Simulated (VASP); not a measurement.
# B (P4_322) in VASP: notebook

Runs on B. Level: PBE. Tasks: single point.

Program: VASP 6.6.1. These are calculated values, not measurements. Logs are shortened: lines on timing, memory, paths and dates and some standing lists are left out, and cuts for length are marked.

### Step 1. The cell of the first run

Symmetry: P4_322, No. 95, tetragonal system. Conventional cell: a = 5.027 Å, b = 5.027 Å, c = 2.906 Å, α = 90.00°, β = 90.00°, γ = 90.00°. Within 2.2 Å of B (site symmetry 2) lie 5 B at 1.66 to 1.73 Å. B (site symmetry 2) has 5 B at 1.73 to 1.82 Å within 2.3 Å.

### Step 2. Single point, PBE

The input, INCAR:

```
ALGO = Normal ; EDIFF = 1E-6
ENCUT = 520 ; GGA = PE
ISIF = 2 ; ISMEAR = 0
LASPH = True ; LCHARG = False
LREAL = False ; LWAVE = False
NBANDS = 22 ; NELM = 60
PREC = Accurate ; SIGMA = 0.1
```

The input, KPOINTS:

```
k-points
0
Gamma
  4 4 6
```

The input, POSCAR:

```
B
1.0
    5.0272119670      0.0000000000      0.0000000000
    0.0000000000      5.0272119670      0.0000000000
    0.0000000000      0.0000000000      2.9064307968
B
8
Direct
    0.5000000000      1.0789978654      0.0000000000
    0.5000000000     -0.0789978654      0.5000000000
   -0.0789978654      0.5000000000      0.7500000000
    1.0789978654      0.5000000000      0.2500000000
    0.5000000000      0.7346456448      0.0000000000
    0.5000000000      0.2653543552      0.5000000000
    0.2653543552      0.5000000000      0.7500000000
    0.7346456448      0.5000000000      0.2500000000
```

Potentials or basis: VASP PAW PBE potentials, release 64 (B).

Launch:

```
cat potpaw_PBE.64/B/POTCAR > POTCAR
mpirun -np 1 vasp_std > vasp.out
```

OUTCAR:

```text
EDIFF = 1E-6
   ENCUT = 520
   GGA = PE
   ISIF = 2
   ISMEAR = 0
   LASPH = True
   LREAL = False
   NELM = 60
   PREC = Accurate

 ion  position               nearest neighbor table
   1  0.500  0.079  0.000-   2 1.66   2 1.66   6 1.73   6 1.73   5 1.73
   2  0.500  0.921  0.500-   1 1.66   1 1.66   5 1.73   5 1.73   6 1.73
   3  0.921  0.500  0.750-   4 1.66   4 1.66   8 1.73   8 1.73   7 1.73
   4  0.079  0.500  0.250-   3 1.66   3 1.66   7 1.73   7 1.73   8 1.73
   5  0.500  0.735  0.000-   2 1.73   2 1.73   1 1.73   8 1.82   7 1.82
   6  0.500  0.265  0.500-   1 1.73   1 1.73   2 1.73   8 1.82   7 1.82
   7  0.265  0.500  0.750-   4 1.73   4 1.73   3 1.73   6 1.82   5 1.82
   8  0.735  0.500  0.250-   3 1.73   3 1.73   4 1.73   6 1.82   5 1.82

  LATTYP: Found a simple tetragonal cell.
 ALAT       =     5.0272119670
 C/A-ratio  =     0.5781396957

  Lattice vectors:

 A1 = (   5.0272119670,   0.0000000000,   0.0000000000)
 A2 = (   0.0000000000,   5.0272119670,   0.0000000000)
 A3 = (   0.0000000000,   0.0000000000,   2.9064307968)

Analysis of symmetry for initial positions (statically):
=====================================================================
 Subroutine PRICEL returns:
 Original cell was already a primitive cell.

 Routine SETGRP: Setting up the symmetry group for a
 simple tetragonal supercell.

 Subroutine GETGRP returns: Found  8 space group operations
 (whereof  2 operations were pure point group operations)
 out of a pool of 16 trial point group operations.

The static configuration has the point symmetry C_2 .
 The point group associated with its full space group is D_4 .

Analysis of symmetry for dynamics (positions and initial velocities):
=====================================================================
 Subroutine PRICEL returns:
 Original cell was already a primitive cell.

 Routine SETGRP: Setting up the symmetry group for a
 simple tetragonal supercell.

 Subroutine GETGRP returns: Found  8 space group operations
 (whereof  2 operations were pure point group operations)
 out of a pool of 16 trial point group operations.

The dynamic configuration has the point symmetry C_2 .
 The point group associated with its full space group is D_4 .

 Subroutine INISYM returns: Found  8 space group operations
 (whereof  2 operations are pure point group operations),
 and found     1 'primitive' translations

----------------------------------------------------------------------------------------

                                     Primitive cell

  volume of cell :      73.4538

  direct lattice vectors                    reciprocal lattice vectors
     5.027211967  0.000000000  0.000000000     0.198917413  0.000000000  0.000000000
     0.000000000  5.027211967  0.000000000     0.000000000  0.198917413  0.000000000
     0.000000000  0.000000000  2.906430797     0.000000000  0.000000000  0.344064617

  length of vectors
     5.027211967  5.027211967  2.906430797     0.198917413  0.198917413  0.344064617

  position of ions in fractional coordinates (direct lattice)
     0.500000000  0.078997865  0.000000000
     0.500000000  0.921002135  0.500000000
     0.921002135  0.500000000  0.750000000
     0.078997865  0.500000000  0.250000000
     0.500000000  0.734645645  0.000000000
     0.500000000  0.265354355  0.500000000
     0.265354355  0.500000000  0.750000000
     0.734645645  0.500000000  0.250000000

  ion indices of the primitive-cell ions
   primitive index   ion index
                 1           1
                 2           2
                 3           3
                 4           4
                 5           5
                 6           6
                 7           7
                 8           8

----------------------------------------------------------------------------------------

 KPOINTS: k-points

Automatic generation of k-mesh.
 Grid dimensions read from file:
 generate k-points for:    4    4    6

 Generating k-lattice:

  Cartesian coordinates                     Fractional coordinates (reciprocal lattice)
     0.049729353  0.000000000  0.000000000     0.250000000  0.000000000  0.000000000
     0.000000000  0.049729353  0.000000000     0.000000000  0.250000000  0.000000000
     0.000000000  0.000000000  0.057344103     0.000000000  0.000000000  0.166666667

  Length of vectors
     0.049729353  0.049729353  0.057344103

  Shift w.r.t. Gamma in fractional coordinates (k-lattice)
     0.000000000  0.000000000  0.000000000

 Subroutine IBZKPT returns following result:
 ===========================================

 Found     24 irreducible k-points:

 Following reciprocal coordinates:
            Coordinates               Weight
  0.000000  0.000000  0.000000      1.000000
  0.250000  0.000000  0.000000      4.000000
  0.500000  0.000000  0.000000      2.000000
  0.250000  0.250000  0.000000      4.000000
  0.500000  0.250000  0.000000      4.000000
  0.500000  0.500000  0.000000      1.000000
[... 16 lines left out ...]
  0.500000  0.250000  0.500000      4.000000
  0.500000  0.500000  0.500000      1.000000
   k-points           NKPTS =     24   k-points in BZ     NKDIM =     24   number of bands    NBANDS=     22
   number of dos      NEDOS =    301   number of ions     NIONS =      8
   total plane-waves  NPLWV =  38400
   dimension x,y,z NGX =    40 NGY =   40 NGZ =   24
   dimension x,y,z NGXF=    80 NGYF=   80 NGZF=   48
   ions per type =               8
   NGX,Y,Z   is equivalent  to a cutoff of  13.23, 13.23, 13.73 a.u.
   NGXF,Y,Z  is equivalent  to a cutoff of  26.46, 26.46, 27.46 a.u.
 SYSTEM =  unknown system
   PREC   = accura    normal or accurate (medium, high low for compatibility)
   ISTART =      0    job   : 0-new  1-cont  2-samecut
   ICHARG =      2    charge: 1-file 2-atom 10-const
   ISPIN  =      1    spin polarized calculation?
   LNONCOLLINEAR =      F non collinear calculations
   LSORBIT =      F    spin-orbit coupling
   LASPH  =      T    aspherical Exc in radial PAW
   ENCUT  =  520.0 eV  38.22 Ry    6.18 a.u.   9.35  9.35  5.40*2*pi/ulx,y,z
   NELM   =     60;   NELMIN=  2; NELMDL= -5     # of ELM steps
   EDIFF  = 0.1E-05   stopping-criterion for ELM
   LREAL  =      F    real-space projection
   EDIFFG = 0.1E-04   stopping-criterion for IOM
   NSW    =      0    number of steps for IOM
   IBRION =     -1    ionic relax: 0-MD 1-quasi-New 2-CG
   NFREE  =      0    steps in history (QN), initial steepest desc. (CG)
   ISIF   =      2    stress and relaxation
   ISYM   =      2    0-nonsym 1-usesym 2-fastsym
   POTIM  = 0.5000    time-step for ionic-motion
   TEBEG  =    0.0;   TEEND  =   0.0 temperature during run
   PSTRESS=    0.0 pullay stress
   NELECT =      24.0000    total number of electrons
   NUPDOWN=      -1.0000    fix difference up-down
   EMIN   =  10.00;   EMAX   =-10.00  energy-range for DOS
   EFERMI =   0.00;   METHOD = LEGACY
   ISMEAR =     0;   SIGMA  =   0.10  broadening in eV -4-tet -1-fermi 0-gaus
   EFERMI_NEDOS =   21; number of points for ismear=-14 and -15
   IALGO  =     38    algorithm
   IMIX   =      4    mixing-type and parameters
     AMIX     =   0.40;   BMIX     =  1.00
     AMIX_MAG =   1.60;   BMIX_MAG =  1.00
  volume/ion in A,a.u.               =       9.18        61.96
  Fermi-wavevector in a.u.,A,eV,Ry     =   1.127562  2.130783 17.298395  1.271396
  Thomas-Fermi vector in A             =   2.264249
   LORBIT       =      0    0 simple, 1 ext, 2 COOP (PROOUT), +10 PAW based schemes
   GGA     = PE    functional components
   LHFCALC =     F    Hartree Fock is set to
   AEXX    =    0.0000 exact exchange contribution
   IVDW    =     0    specifies the selected vdW correction
   LEPSILON=     F    determine dielectric tensor
   LRPA    =     F    only Hartree local field effects (RPA)
 non-spin polarized calculation
 Gauss-broadening in eV      SIGMA  =   0.10
  energy-cutoff  :      520.00
  volume of cell :       73.45
 maximum number of plane-waves:      2002
 NGX is ok and might be reduce to    40
   NGX = 19   NGY = 19   NGZ = 11

 number of electron      24.0000000 magnetization

 Free energy of the ion-electron system (eV)
  ---------------------------------------------------
  ext. energy  EPLUGINS =         0.00000000
  ---------------------------------------------------
  free energy    TOTEN  =       -49.60309594 eV

  energy without entropy =      -49.59469528  energy(sigma->0) =      -49.59889561

 E-fermi :   4.4241     XC(G=0): -10.1179

 val. band max:        4.3827582487   @ k =   0.5000   0.5000   0.3333
 cond. band min:       4.5418844277   @ k =   0.2500   0.0000   0.5000
 fundamental gap:      0.1591261790
 Fermi energy:         4.4240824348

 k-point     1 :       0.0000    0.0000    0.0000
  band No.  band energies     occupation
      1     -10.9496      2.00000
      2      -8.8176      2.00000
      3      -5.4877      2.00000
      4      -5.4877      2.00000
      5      -4.8095      2.00000
      6      -0.8494      2.00000
[... 14 lines left out ...]
     21      12.7016      0.00000
     22      12.7017      0.00000

 k-point     2 :       0.2500    0.0000    0.0000
  band No.  band energies     occupation
      1     -10.7379      2.00000
      2      -9.1941      2.00000
      3      -6.2288      2.00000
      4      -5.3800      2.00000
      5      -3.2743      2.00000
      6      -1.0622      2.00000
[... 14 lines left out ...]
     21      12.5865      0.00000
     22      12.9340      0.00000

 k-point     3 :       0.5000    0.0000    0.0000
  band No.  band energies     occupation
      1     -10.3369      2.00000
      2      -9.7619      2.00000
      3      -6.4790      2.00000
      4      -5.2569      2.00000
      5      -1.6407      2.00000
      6      -1.6195      2.00000
[... 14 lines left out ...]
     21      11.8850      0.00000
     22      13.0328      0.00000

 k-point     4 :       0.2500    0.2500    0.0000
  band No.  band energies     occupation
      1     -10.5260      2.00000
      2      -9.3435      2.00000
      3      -7.2593      2.00000
      4      -4.1363      2.00000
      5      -2.8730      2.00000
      6      -1.6310      2.00000
[... 14 lines left out ...]
     21      12.5792      0.00000
     22      12.8953      0.00000

 k-point     5 :       0.5000    0.2500    0.0000
  band No.  band energies     occupation
      1     -10.1079      2.00000
      2      -9.7370      2.00000
      3      -7.7222      2.00000
      4      -3.6458      2.00000
      5      -2.5035      2.00000
      6      -0.8565      2.00000
[... 14 lines left out ...]
     21      11.7957      0.00000
     22      12.8461      0.00000

 k-point     6 :       0.5000    0.5000    0.0000
  band No.  band energies     occupation
      1      -9.7116      2.00000
      2      -9.7116      2.00000
      3      -8.6086      2.00000
      4      -2.8696      2.00000
      5      -2.2600      2.00000
      6      -0.6528      2.00000
[... 14 lines left out ...]
     21      12.0524      0.00000
     22      12.6686      0.00000

 k-point     7 :       0.0000    0.0000    0.1667
  band No.  band energies     occupation
      1     -10.6002      2.00000
      2      -8.5258      2.00000
      3      -5.2519      2.00000
      4      -5.2220      2.00000
      5      -4.4996      2.00000
      6      -2.5176      2.00000
[... 324 lines left out ...]
      6      -3.3532      2.00000
[... 14 lines left out ...]
     21      13.2837      0.00000
     22      13.2837      0.00000

 k-point    21 :       0.5000    0.0000    0.5000
  band No.  band energies     occupation
      1      -7.4037      2.00000
      2      -7.4037      2.00000
      3      -6.8796      2.00000
      4      -6.8796      2.00000
      5      -3.6312      2.00000
      6      -3.6312      2.00000
[... 14 lines left out ...]
     21      13.7835      0.00000
     22      13.7835      0.00000

 k-point    22 :       0.2500    0.2500    0.5000
  band No.  band energies     occupation
      1      -7.5424      2.00000
      2      -7.5424      2.00000
      3      -6.6262      2.00000
      4      -6.6262      2.00000
      5      -3.9985      2.00000
      6      -3.9985      2.00000
[... 14 lines left out ...]
     21      13.6252      0.00000
     22      13.6252      0.00000

 k-point    23 :       0.5000    0.2500    0.5000
  band No.  band energies     occupation
      1      -7.2462      2.00000
      2      -7.2462      2.00000
      3      -6.8752      2.00000
      4      -6.8752      2.00000
      5      -4.4008      2.00000
      6      -4.4008      2.00000
[... 14 lines left out ...]
     21      13.3307      0.00000
     22      13.3307      0.00000

 k-point    24 :       0.5000    0.5000    0.5000
  band No.  band energies     occupation
      1      -7.0070      2.00000
      2      -7.0070      2.00000
      3      -6.9100      2.00000
      4      -6.9100      2.00000
      5      -4.9766      2.00000
      6      -4.9766      2.00000
[... 14 lines left out ...]
     21      12.9146      0.00000
     22      12.9146      0.00000

------------------------ aborting loop because EDIFF is reached ----------------------------------------

  FORCE on cell =-STRESS in cart. coord.  units (eV):
  Direction    XX          YY          ZZ          XY          YZ          ZX
  --------------------------------------------------------------------------------------
  -------------------------------------------------------------------------------------
  Total       -0.0865262     -0.0865262     -0.0312847      0.0000000      0.0000000     -0.0000000
  in kB       -1.8873119     -1.8873119     -0.6823829      0.0000000      0.0000000     -0.0000000
  external PRESSURE =      -1.4856689 kB  Pullay stress =       0.0000000 kB

 VOLUME and BASIS-vectors are now :
 -----------------------------------------------------------------------------
  energy-cutoff  :      520.00
  volume of cell :       73.45
      direct lattice vectors                 reciprocal lattice vectors
     5.027211967  0.000000000  0.000000000     0.198917413  0.000000000  0.000000000
     0.000000000  5.027211967  0.000000000     0.000000000  0.198917413  0.000000000
     0.000000000  0.000000000  2.906430797     0.000000000  0.000000000  0.344064617

 POSITION                                       TOTAL-FORCE (eV/Angst)
 -----------------------------------------------------------------------------------
      2.51361      0.39714      0.00000         0.000000      0.006809      0.000000
      2.51361      4.63007      1.45322         0.000000     -0.006809     -0.000000
      4.63007      2.51361      2.17982        -0.006809     -0.000000     -0.000000
      0.39714      2.51361      0.72661         0.006809     -0.000000      0.000000
      2.51361      3.69322      0.00000         0.000000     -0.010435      0.000000
      2.51361      1.33399      1.45322         0.000000      0.010435      0.000000
      1.33399      2.51361      2.17982         0.010435     -0.000000      0.000000
      3.69322      2.51361      0.72661        -0.010435     -0.000000     -0.000000
 -----------------------------------------------------------------------------------
    total drift:                               -0.000000      0.000000      0.000000

  FREE ENERGIE OF THE ION-ELECTRON SYSTEM (eV)
  ---------------------------------------------------
  free  energy   TOTEN  =       -49.6030959414 eV

  energy  without entropy=      -49.5946952780  energy(sigma->0) =      -49.59889561
```

Wall time 37 s (1 thread of AMD EPYC 7R43 (Zen 3), shared host); peak memory 0.14 GiB.

Results:

```
Free energy            : -49.6031 eV
Pressure               : -0.1 GPa
Largest force          : 0.010 eV/Å
Band gap on the k mesh : zero (band 12 reaches 5.38 eV, above the bottom of band 13 at 3.29 eV)
```

Forces in eV/Å, atoms in the order of the input:
```
B    0.000  0.007  0.000
B    0.000 -0.007  0.000
B   -0.007  0.000  0.000
B    0.007  0.000  0.000
B    0.000 -0.010  0.000
B    0.000  0.010  0.000
B    0.010  0.000  0.000
B   -0.010  0.000  0.000
```

Caveat: the k points lie up to 0.36 Å⁻¹ apart.

(Continued in part 2 of 2.)
